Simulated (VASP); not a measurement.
# Pt (Fm-3m) in VASP: single point with HSE06

Aim: the single point of Pt with HSE06.

Everything below comes from runs of VASP 6.6.1. Logs are shortened: lines on timing, memory, paths and dates and some standing lists are left out, and cuts for length are marked.

### Step 1. The cell of the first run

Symmetry: Fm-3m, No. 225, cubic system. The conventional cell has a = 3.970 Å, b = 3.970 Å, c = 3.970 Å, α = 90.00°, β = 90.00°, γ = 90.00°. Within 3.7 Å of Pt (site symmetry m-3m) lie 12 Pt at 2.81 Å.

### Step 2. Single point, HSE06

File POSCAR:

```
Pt
1.0
    0.0000000000      1.9850569796      1.9850569796
    1.9850569796      0.0000000000      1.9850569796
    1.9850569796      1.9850569796      0.0000000000
Pt
1
Direct
    0.0000000000      0.0000000000      0.0000000000
```

File INCAR.step1:

```
PREC     = Accurate       # precision mode
ENCUT    = 520            # plane-wave cutoff, eV
EDIFF    = 1E-5           # SCF threshold, eV
ISMEAR   = 0              # smearing method
SIGMA    = 0.1            # smearing width, eV
LREAL    = False          # projectors in reciprocal space
LASPH    = True           # aspherical terms in the spheres
NELM     = 60             # most SCF steps
ALGO     = Normal         # electronic algorithm
ISIF     = 2              # what is computed and relaxed
LWAVE    = True           # write WAVECAR
LCHARG   = False          # write CHGCAR
GGA      = PE             # functional
NBANDS   = 11             # bands
KPAR     = 4
```

File INCAR.step2:

```
PREC     = Accurate       # precision mode
ENCUT    = 520            # plane-wave cutoff, eV
EDIFF    = 1E-6           # SCF threshold, eV
ISMEAR   = 0              # smearing method
SIGMA    = 0.1            # smearing width, eV
LREAL    = False          # projectors in reciprocal space
LASPH    = True           # aspherical terms in the spheres
NELM     = 60             # most SCF steps
ALGO     = Normal         # electronic algorithm
ISIF     = 2              # what is computed and relaxed
LWAVE    = False          # write WAVECAR
LCHARG   = False          # write CHGCAR
GGA      = PE             # functional
LHFCALC  = True           # exact exchange
HFSCREEN = 0.2079         # screening, 1/A
PRECFOCK = Normal       
ISTART   = 1            
NBANDS   = 11             # bands
KPAR     = 4
```

File KPOINTS:

```
regular mesh
0
Gamma
  12 12 12
```

Potentials or basis: VASP PAW PBE potentials, release 64 (Pt).

The run is started by

```bash
$ cat potpaw_PBE.64/Pt/POTCAR > POTCAR
$ cp INCAR.step1 INCAR
$ mpirun -np 4 vasp_std > vasp.out
$ cp INCAR.step2 INCAR
$ mpirun -np 4 vasp_std > vasp.out
```

OUTCAR:

```text
PREC = Accurate
   ENCUT = 520
   EDIFF = 1E-6
   ISMEAR = 0
   LREAL = False
   LASPH = True
   NELM = 60
   ISIF = 2
   GGA = PE
   LHFCALC = True
   HFSCREEN = 0.2079
   PRECFOCK = Normal
   ISTART = 1

 ion  position               nearest neighbor table
   1  0.000  0.000  0.000-

  LATTYP: Found a face centered cubic cell.
 ALAT       =     3.9701139592

  Lattice vectors:

 A1 = (   0.0000000000,   1.9850569796,   1.9850569796)
 A2 = (   1.9850569796,   0.0000000000,   1.9850569796)
 A3 = (   1.9850569796,   1.9850569796,   0.0000000000)

Analysis of symmetry for initial positions (statically):
=====================================================================
 Subroutine PRICEL returns:
 Original cell was already a primitive cell.

 Routine SETGRP: Setting up the symmetry group for a
 face centered cubic supercell.

 Subroutine GETGRP returns: Found 48 space group operations
 (whereof 48 operations were pure point group operations)
 out of a pool of 48 trial point group operations.

The static configuration has the point symmetry O_h .

Analysis of symmetry for dynamics (positions and initial velocities):
=====================================================================
 Subroutine PRICEL returns:
 Original cell was already a primitive cell.

 Routine SETGRP: Setting up the symmetry group for a
 face centered cubic supercell.

 Subroutine GETGRP returns: Found 48 space group operations
 (whereof 48 operations were pure point group operations)
 out of a pool of 48 trial point group operations.

The dynamic configuration has the point symmetry O_h .

 Subroutine INISYM returns: Found 48 space group operations
 (whereof 48 operations are pure point group operations),
 and found     1 'primitive' translations

----------------------------------------------------------------------------------------

                                     Primitive cell

  volume of cell :      15.6440

  direct lattice vectors                    reciprocal lattice vectors
     0.000000000  1.985056980  1.985056980    -0.251881938  0.251881938  0.251881938
     1.985056980  0.000000000  1.985056980     0.251881938 -0.251881938  0.251881938
     1.985056980  1.985056980  0.000000000     0.251881938  0.251881938 -0.251881938

  length of vectors
     2.807294503  2.807294503  2.807294503     0.436272315  0.436272315  0.436272315

  position of ions in fractional coordinates (direct lattice)
     0.000000000  0.000000000  0.000000000

  ion indices of the primitive-cell ions
   primitive index   ion index
[... 85 lines left out ...]
   NUPDOWN=      -1.0000    fix difference up-down
   EMIN   =  10.00;   EMAX   =-10.00  energy-range for DOS
   EFERMI =   0.00;   METHOD = LEGACY
   ISMEAR =     0;   SIGMA  =   0.10  broadening in eV -4-tet -1-fermi 0-gaus
   EFERMI_NEDOS =   21; number of points for ismear=-14 and -15
   IALGO  =     38    algorithm
   IMIX   =      1    mixing-type and parameters
     AMIX     =   0.40;   BMIX     =  1.00
     AMIX_MAG =   1.60;   BMIX_MAG =  1.00
  volume/ion in A,a.u.               =      15.64       105.57
  Fermi-wavevector in a.u.,A,eV,Ry     =   1.410236  2.664960 27.058806  1.988766
  Thomas-Fermi vector in A             =   2.532211
   LORBIT       =      0    0 simple, 1 ext, 2 COOP (PROOUT), +10 PAW based schemes
   GGA     = PE    functional components
   LHFCALC =     T    Hartree Fock is set to
   PRECFOCK=normal    Normal, Fast or Accurate (Low or Medium for compatibility)
   ENCUT4O =  -1.0   cutoff for four orbital integrals eV
   NKREDX  =     1    reduce k-point grid by
   NKREDY  =     1    reduce k-point grid by
   NKREDZ  =     1    reduce k-point grid by
   AEXX    =    0.2500 exact exchange contribution
   HFSCREEN=    0.2079 screening length (either q_TF or 0.3 A-1)
   HFSCREENC=   0.2079 screening length for correlation (either q_TF or 0.3 A-1)
   ENCUTFOCK=  -1.0 apply spherical cutoff to Coloumb kernel
   IVDW    =     0    specifies the selected vdW correction
   LEPSILON=     F    determine dielectric tensor
   LRPA    =     F    only Hartree local field effects (RPA)
 non-spin polarized calculation
 Gauss-broadening in eV      SIGMA  =   0.10
  energy-cutoff  :      520.00
  volume of cell :       15.64
 maximum number of plane-waves:       444
 NGX is ok and might be reduce to    24
  NGX = 16; NGY = 16; NGZ = 16

 number of electron      10.0000002 magnetization

 Free energy of the ion-electron system (eV)
  ---------------------------------------------------
  ext. energy  EPLUGINS =         0.00000000
  ---------------------------------------------------
  free energy    TOTEN  =        -6.90861205 eV

  energy without entropy =       -6.90245058  energy(sigma->0) =       -6.90553132

 E-fermi :   9.9518     XC(G=0): -10.7993

 val. band max:        9.9084984135   @ k =   0.5000   0.0833   0.0000
 cond. band min:       9.9627405175   @ k =   0.5000   0.1667   0.0000
 fundamental gap:      0.0542421040
 Fermi energy:         9.9518461360

 k-point     1 :       0.0000    0.0000    0.0000
  band No.  band energies     occupation
      1      -0.5517      2.00000
      2       5.8439      2.00000
      3       5.8439      2.00000
      4       5.8440      2.00000
      5       7.8337      2.00000
      6       7.8337      2.00000
      7      26.0646      0.00000
      8      31.0445      0.00000
      9      31.0445      0.00000
     10      31.0445      0.00000
     11      36.2064      0.00000
[... 309 lines left out ...]
 k-point    24 :      -0.4167    0.1667    0.0000
  band No.  band energies     occupation
      1       3.1568      2.00000
      2       5.1104      2.00000
      3       6.3925      2.00000
      4       6.9632      2.00000
      5       9.5544      2.00000
      6      13.5217      0.00000
      7      16.9304      0.00000
      8      25.9957      0.00000
      9      28.2299      0.00000
     10      29.8065      0.00000
     11      38.2441      0.00000

 [... further k-points ...]
[... 5 lines left out ...]
  --------------------------------------------------------------------------------------
  -------------------------------------------------------------------------------------
  Total       -0.7685016     -0.7685016     -0.7685016      0.0000000      0.0000000      0.0000000
  in kB      -78.7057445    -78.7057445    -78.7057445      0.0000000      0.0000000      0.0000000
  external PRESSURE =     -78.7057445 kB  Pullay stress =       0.0000000 kB

 VOLUME and BASIS-vectors are now :
 -----------------------------------------------------------------------------
  energy-cutoff  :      520.00
  volume of cell :       15.64
      direct lattice vectors                 reciprocal lattice vectors
     0.000000000  1.985056980  1.985056980    -0.251881938  0.251881938  0.251881938
     1.985056980  0.000000000  1.985056980     0.251881938 -0.251881938  0.251881938
     1.985056980  1.985056980  0.000000000     0.251881938  0.251881938 -0.251881938

 POSITION                                       TOTAL-FORCE (eV/Angst)
 -----------------------------------------------------------------------------------
      0.00000      0.00000      0.00000         0.000000     -0.000000      0.000000
 -----------------------------------------------------------------------------------
    total drift:                                0.000000      0.000001      0.000001

  FREE ENERGIE OF THE ION-ELECTRON SYSTEM (eV)
  ---------------------------------------------------
  free  energy   TOTEN  =        -6.9086120540 eV

  energy  without entropy=       -6.9024505770  energy(sigma->0) =       -6.90553132
```

Run time: 36 min. Hardware: 4 MPI ranks of Intel Xeon Platinum 8488C (Sapphire Rapids), shared host; peak memory 0.28 GiB.

What came out:

```yaml
Free_energy: -6.9086 eV
Pressure: -7.9 GPa
Band_gap_on_the_k_mesh: zero (bands 5 and 6 overlap by 2.82 eV)
```

Levels at points of the mesh, in eV from the Fermi level:
| k point | band 3 | band 4 | band 5 | band 6 | band 7 | band 8 |
| --- | --- | --- | --- | --- | --- | --- |
| (0.00, 0.00, 0.00) | -4.11 | -4.11 | -2.12 | -2.12 | 16.11 | 21.09 |
| (0.50, 0.00, 0.00) | -4.28 | -0.06 | -0.06 | -0.06 | 6.79 | 15.62 |
| (0.50, 0.50, 0.00) | -0.39 | 0.65 | 0.65 | 2.36 | 9.93 | 12.58 |

Caveat: the cell stands under tension; the PAW data sets were made with another functional, which shifts forces and pressure a little; spin-orbit coupling is left out, which moves the levels of the heavy elements.

The gap in the log of VASP goes by the Fermi energy; the results here count the filled bands.